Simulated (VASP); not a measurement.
# BaTiO3 (Pm-3m) in VASP: dielectric tensor with PBE

Aim: the dielectric tensor of BaTiO3 with PBE.

Program: VASP 6.6.1. These are calculated values, not measurements. Logs are shortened: lines on timing, memory, paths and dates and some standing lists are left out, and cuts for length are marked.

### Step 1. The cell of the first run

Symmetry: Pm-3m, No. 221, cubic system. The conventional cell has a = 4.006 Å, b = 4.006 Å, c = 4.006 Å, α = 90.00°, β = 90.00°, γ = 90.00°. Ba (site symmetry m-3m) has 12 O at 2.83 Å and 8 Ti at 3.47 Å within 3.7 Å. Ti (site symmetry m-3m) has 6 O at 2.00 Å within 2.7 Å. O (site symmetry 4/mmm) has 2 Ti at 2.00 Å within 2.7 Å.

### Step 2. Dielectric tensor, PBE

INCAR reads:

```
PREC     = Accurate       # precision mode
ENCUT    = 520            # plane-wave cutoff, eV
EDIFF    = 1E-8           # SCF threshold, eV
ISMEAR   = 0              # smearing method
SIGMA    = 0.01           # smearing width, eV
LREAL    = False          # projectors in reciprocal space
LASPH    = True           # aspherical terms in the spheres
NELM     = 100            # most SCF steps
ALGO     = Normal         # electronic algorithm
ISIF     = 2              # what is computed and relaxed
LWAVE    = False          # write WAVECAR
LCHARG   = False          # write CHGCAR
GGA      = PE             # functional
LEPSILON = True           # dielectric tensor by DFPT
```

KPOINTS reads:

```
Automatic mesh
0
Gamma
  4 4 4
```

POSCAR reads:

```
BaTiO3
1.0
    4.0060000000      0.0000000000      0.0000000000
    0.0000000000      4.0060000000      0.0000000000
    0.0000000000      0.0000000000      4.0060000000
Ba Ti O
1 1 3
Direct
    0.5000000000      0.5000000000      0.5000000000
    0.0000000000      0.0000000000      0.0000000000
    0.5000000000      0.0000000000      0.0000000000
    0.0000000000      0.5000000000      0.0000000000
    0.0000000000      0.0000000000      0.5000000000
```

Potentials or basis: VASP PAW PBE potentials, release 64 (Ba_sv, Ti_sv, O).

Started as:

```bash
$ cat potpaw_PBE.64/Ba_sv/POTCAR potpaw_PBE.64/Ti_sv/POTCAR potpaw_PBE.64/O/POTCAR > POTCAR
$ mpirun -np 1 vasp_std > vasp.out
```

OUTCAR:

```text
PREC = Accurate
   ENCUT = 520
   EDIFF = 1E-8
   ISMEAR = 0
   LREAL = False
   LASPH = True
   NELM = 100
   ISIF = 2
   GGA = PE
   LEPSILON = True

 ion  position               nearest neighbor table
   1  0.500  0.500  0.500-   3 2.83   4 2.83   5 2.83   3 2.83   4 2.83   3 2.83   5 2.83   3 2.83
                             4 2.83   5 2.83   4 2.83   5 2.83   2 3.47   2 3.47   2 3.47   2 3.47
   2  0.000  0.000  0.000-   3 2.00   4 2.00   5 2.00   5 2.00   4 2.00   3 2.00   1 3.47   1 3.47
                             1 3.47   1 3.47   1 3.47   1 3.47   1 3.47   1 3.47
   3  0.500  0.000  0.000-   2 2.00   2 2.00   1 2.83   1 2.83   1 2.83   1 2.83
   4  0.000  0.500  0.000-   2 2.00   2 2.00   1 2.83   1 2.83   1 2.83   1 2.83
   5  0.000  0.000  0.500-   2 2.00   2 2.00   1 2.83   1 2.83   1 2.83   1 2.83

  LATTYP: Found a simple cubic cell.
 ALAT       =     4.0060000000

  Lattice vectors:

 A1 = (   4.0060000000,   0.0000000000,   0.0000000000)
 A2 = (   0.0000000000,   4.0060000000,   0.0000000000)
 A3 = (   0.0000000000,   0.0000000000,   4.0060000000)

Analysis of symmetry for initial positions (statically):
=====================================================================
 Subroutine PRICEL returns:
 Original cell was already a primitive cell.

 Routine SETGRP: Setting up the symmetry group for a
 simple cubic supercell.

 Subroutine GETGRP returns: Found 48 space group operations
 (whereof 48 operations were pure point group operations)
 out of a pool of 48 trial point group operations.

The static configuration has the point symmetry O_h .

Analysis of symmetry for dynamics (positions and initial velocities):
=====================================================================
 Subroutine PRICEL returns:
 Original cell was already a primitive cell.

 Routine SETGRP: Setting up the symmetry group for a
 simple cubic supercell.

 Subroutine GETGRP returns: Found 48 space group operations
 (whereof 48 operations were pure point group operations)
 out of a pool of 48 trial point group operations.

The dynamic configuration has the point symmetry O_h .

 Subroutine INISYM returns: Found 48 space group operations
 (whereof 48 operations are pure point group operations),
 and found     1 'primitive' translations

----------------------------------------------------------------------------------------

                                     Primitive cell

  volume of cell :      64.2884

  direct lattice vectors                    reciprocal lattice vectors
     4.006000000  0.000000000  0.000000000     0.249625562  0.000000000  0.000000000
     0.000000000  4.006000000  0.000000000     0.000000000  0.249625562  0.000000000
     0.000000000  0.000000000  4.006000000     0.000000000  0.000000000  0.249625562

  length of vectors
     4.006000000  4.006000000  4.006000000     0.249625562  0.249625562  0.249625562

  position of ions in fractional coordinates (direct lattice)
     0.500000000  0.500000000  0.500000000
     0.000000000  0.000000000  0.000000000
     0.500000000  0.000000000  0.000000000
     0.000000000  0.500000000  0.000000000
     0.000000000  0.000000000  0.500000000

  ion indices of the primitive-cell ions
   primitive index   ion index
                 1           1
                 2           2
                 3           3
                 4           4
                 5           5

----------------------------------------------------------------------------------------

 KPOINTS: Automatic mesh

Automatic generation of k-mesh.
 Grid dimensions read from file:
 generate k-points for:    4    4    4

 Generating k-lattice:

  Cartesian coordinates                     Fractional coordinates (reciprocal lattice)
     0.062406390  0.000000000  0.000000000     0.250000000  0.000000000  0.000000000
     0.000000000  0.062406390  0.000000000     0.000000000  0.250000000  0.000000000
     0.000000000  0.000000000  0.062406390     0.000000000  0.000000000  0.250000000

  Length of vectors
     0.062406390  0.062406390  0.062406390

  Shift w.r.t. Gamma in fractional coordinates (k-lattice)
     0.000000000  0.000000000  0.000000000

 Subroutine IBZKPT returns following result:
 ===========================================

 Found     10 irreducible k-points:

 Following reciprocal coordinates:
            Coordinates               Weight
  0.000000  0.000000  0.000000      1.000000
  0.250000  0.000000  0.000000      6.000000
  0.500000  0.000000  0.000000      3.000000
  0.250000  0.250000  0.000000     12.000000
  0.500000  0.250000  0.000000     12.000000
  0.500000  0.500000  0.000000      3.000000
  0.250000  0.250000  0.250000      8.000000
[... 36 lines left out ...]
   ISMEAR =     0;   SIGMA  =   0.01  broadening in eV -4-tet -1-fermi 0-gaus
   EFERMI_NEDOS =   21; number of points for ismear=-14 and -15
   IALGO  =     38    algorithm
   IMIX   =      4    mixing-type and parameters
     AMIX     =   0.40;   BMIX     =  1.00
     AMIX_MAG =   1.60;   BMIX_MAG =  1.00
  volume/ion in A,a.u.               =      12.86        86.77
  Fermi-wavevector in a.u.,A,eV,Ry     =   1.397603  2.641087 26.576187  1.953295
  Thomas-Fermi vector in A             =   2.520843
   LORBIT       =      0    0 simple, 1 ext, 2 COOP (PROOUT), +10 PAW based schemes
   GGA     = PE    functional components
   LHFCALC =     F    Hartree Fock is set to
   AEXX    =    0.0000 exact exchange contribution
   IVDW    =     0    specifies the selected vdW correction
   LEPSILON=     T    determine dielectric tensor
   LRPA    =     F    only Hartree local field effects (RPA)
 non-spin polarized calculation
 Gauss-broadening in eV      SIGMA  =   0.01
  energy-cutoff  :      520.00
  volume of cell :       64.29
 maximum number of plane-waves:      1750
 NGX is ok and might be reduce to    30
   NGX = 15   NGY = 15   NGZ = 15

--------------------------------------- Ionic step        1  -------------------------------------------

 number of electron      39.9999976 magnetization

 E-fermi :   3.9936     XC(G=0): -11.2465

 val. band max:        3.8186104285   @ k =   0.5000   0.5000   0.5000
 cond. band min:       5.5396464185   @ k =   0.0000   0.0000   0.0000
 fundamental gap:      1.7210359901
 Fermi energy:         3.9936121464

 k-point     1 :       0.0000    0.0000    0.0000
  band No.  band energies     occupation
      1     -52.8557      2.00000
      2     -29.0641      2.00000
      3     -29.0641      2.00000
      4     -29.0641      2.00000
      5     -21.0044      2.00000
      6     -13.0694      2.00000
[... 259 lines left out ...]
     23       7.9416      0.00000
     24      10.5274      0.00000

  FORCE on cell =-STRESS in cart. coord.  units (eV):
  Direction    XX          YY          ZZ          XY          YZ          ZX
  --------------------------------------------------------------------------------------
  -------------------------------------------------------------------------------------
  Total        1.3901735      1.3901735      1.3901735      0.0000000     -0.0000000      0.0000000
  in kB       34.6454924     34.6454924     34.6454924      0.0000000     -0.0000000      0.0000000
  external PRESSURE =      34.6454924 kB  Pullay stress =       0.0000000 kB

 VOLUME and BASIS-vectors are now :
 -----------------------------------------------------------------------------
  energy-cutoff  :      520.00
  volume of cell :       64.29
      direct lattice vectors                 reciprocal lattice vectors
     4.006000000  0.000000000  0.000000000     0.249625562  0.000000000  0.000000000
     0.000000000  4.006000000  0.000000000     0.000000000  0.249625562  0.000000000
     0.000000000  0.000000000  4.006000000     0.000000000  0.000000000  0.249625562

 POSITION                                       TOTAL-FORCE (eV/Angst)
 -----------------------------------------------------------------------------------
      2.00300      2.00300      2.00300         0.000000      0.000000      0.000000
      0.00000      0.00000      0.00000         0.000000      0.000000      0.000000
      2.00300      0.00000      0.00000         0.000000      0.000000      0.000000
      0.00000      2.00300      0.00000         0.000000      0.000000      0.000000
      0.00000      0.00000      2.00300         0.000000      0.000000      0.000000
 -----------------------------------------------------------------------------------
    total drift:                                0.000000     -0.000000      0.000000

  FREE ENERGIE OF THE ION-ELECTRON SYSTEM (eV)
  ---------------------------------------------------
  free  energy   TOTEN  =       -39.9536004709 eV

  energy  without entropy=      -39.9536004709  energy(sigma->0) =      -39.95360047

 HEAD OF MICROSCOPIC STATIC DIELECTRIC TENSOR (INDEPENDENT PARTICLE, excluding Hartree and local field effects)
 ------------------------------------------------------
           7.494131    -0.000000     0.000000
           0.000000     7.494131    -0.000000
          -0.000000    -0.000000     7.494131
 ------------------------------------------------------

 Free energy of the ion-electron system (eV)
  ---------------------------------------------------
  ---------------------------------------------------
  free energy    TOTEN  =        -1.19099238 eV

  energy without entropy =       -1.19099238

------------------------ aborting loop because EDIFF is reached ----------------------------------------

--------------------------------------- Ionic step        2  -------------------------------------------

------------------------ aborting loop because EDIFF is reached ----------------------------------------

--------------------------------------- Ionic step        3  -------------------------------------------

 Free energy of the ion-electron system (eV)
  ---------------------------------------------------
  ---------------------------------------------------
  free energy    TOTEN  =        -1.19103007 eV

  energy without entropy =       -1.19103007

------------------------ aborting loop because EDIFF is reached ----------------------------------------

 PIEZOELECTRIC TENSOR FIELD DIRECTION 3  (e Angst)
 -----------------------------------------------------------------------------
     0.00668  0.00000 -0.00000           ( -0.00002  0.00000  0.00000)
     0.00000  0.00668  0.00000           (  0.00000 -0.00002 -0.00000)
     0.00000 -0.00000 -0.01192           (  0.00000 -0.00000  0.00025)

 PIEZOELECTRIC TENSOR FIELD DIRECTION 3  (C/m^2)
 -----------------------------------------------------------------------------
     0.00166  0.00000 -0.00000
     0.00000  0.00166  0.00000
     0.00000 -0.00000 -0.00297

 MACROSCOPIC STATIC DIELECTRIC TENSOR (including local field effects in DFT)
 ------------------------------------------------------
           7.342626     0.000000    -0.000000
           0.000000     7.342626    -0.000000
           0.000000     0.000000     7.342626
 ------------------------------------------------------

 PIEZOELECTRIC TENSOR (including local field effects)  for field in x, y, z        (e  Angst)
          XX          YY          ZZ          XY          YZ          ZX
  --------------------------------------------------------------------------------
  x     0.00000     0.00000     0.00000     0.00000     0.00000     0.00000
  y     0.00000     0.00000     0.00000     0.00000     0.00000     0.00000
  z     0.00000     0.00000     0.00000     0.00000     0.00000     0.00000

 PIEZOELECTRIC TENSOR (including local field effects)  for field in x, y, z        (C/m^2)
          XX          YY          ZZ          XY          YZ          ZX
  --------------------------------------------------------------------------------
  x     0.00000     0.00000     0.00000     0.00000     0.00000     0.00000
  y     0.00000     0.00000     0.00000     0.00000     0.00000     0.00000
  z     0.00000     0.00000     0.00000     0.00000     0.00000     0.00000

 BORN EFFECTIVE CHARGES (including local field effects) (in |e|, cummulative output)
 ---------------------------------------------------------------------------------
 ion    1
    1     2.78822    -0.00000     0.00000
    2    -0.00000     2.78822     0.00000
    3     0.00000     0.00000     2.78822
 ion    2
    1     7.97076     0.00000    -0.00000
    2    -0.00000     7.97076     0.00000
    3    -0.00000    -0.00000     7.97076
 ion    3
    1    -6.31597     0.00000    -0.00000
    2    -0.00000    -2.22151     0.00000
    3    -0.00000     0.00000    -2.22151
 ion    4
    1    -2.22151    -0.00000     0.00000
    2     0.00000    -6.31597    -0.00000
    3    -0.00000     0.00000    -2.22151
 ion    5
    1    -2.22151     0.00000     0.00000
    2    -0.00000    -2.22151     0.00000
    3     0.00000     0.00000    -6.31597
```

Wall time 3.6 min (1 thread of Intel Xeon 6975P-C (Granite Rapids), shared host); peak memory 0.24 GiB.

Results:

```yaml
Band_gap_on_the_k_mesh: 1.72 eV (least direct gap 1.87 eV)
Electronic_dielectric_tensor_diagonal: 7.34
Born_charges_mean_of_the_diagonal: Ba +2.79; Ti +7.97; O -3.59 e
```

Levels at points of the mesh, in eV from the valence-band top:
```csv
k point,band 17,band 18,band 19,band 20,band 21,band 22,band 23,band 24
"(0.00, 0.00, 0.00)",-1.09,-0.15,-0.15,-0.15,1.72,1.72,1.72,3.86
"(0.50, 0.00, 0.00)",-1.83,-1.83,-0.72,-0.72,1.88,3.45,3.45,3.87
"(0.50, 0.50, 0.00)",-1.72,-0.87,-0.87,-0.09,3.46,3.46,3.87,4.72
"(0.50, 0.50, 0.50)",-2.41,0.00,0.00,0.00,4.12,4.12,4.12,6.71
```

Electronic dielectric tensor:
```
7.34 0.00 0.00
0.00 7.34 0.00
0.00 0.00 7.34
```

Born effective charge tensors (e):
atom 1, Ba
```
2.79 0.00 0.00
0.00 2.79 0.00
0.00 0.00 2.79
```
atom 2, Ti
```
7.97 0.00 0.00
0.00 7.97 0.00
0.00 0.00 7.97
```
atom 3, O
```
-6.32  0.00  0.00
 0.00 -2.22  0.00
 0.00  0.00 -2.22
```
atom 4, O
```
-2.22  0.00  0.00
 0.00 -6.32  0.00
 0.00  0.00 -2.22
```
atom 5, O
```
-2.22  0.00  0.00
 0.00 -2.22  0.00
 0.00  0.00 -6.32
```

Caveat: spin-orbit coupling is left out, which moves the levels of the heavy elements. A hybrid or GW would open this gap; PBE tends to underestimate it.
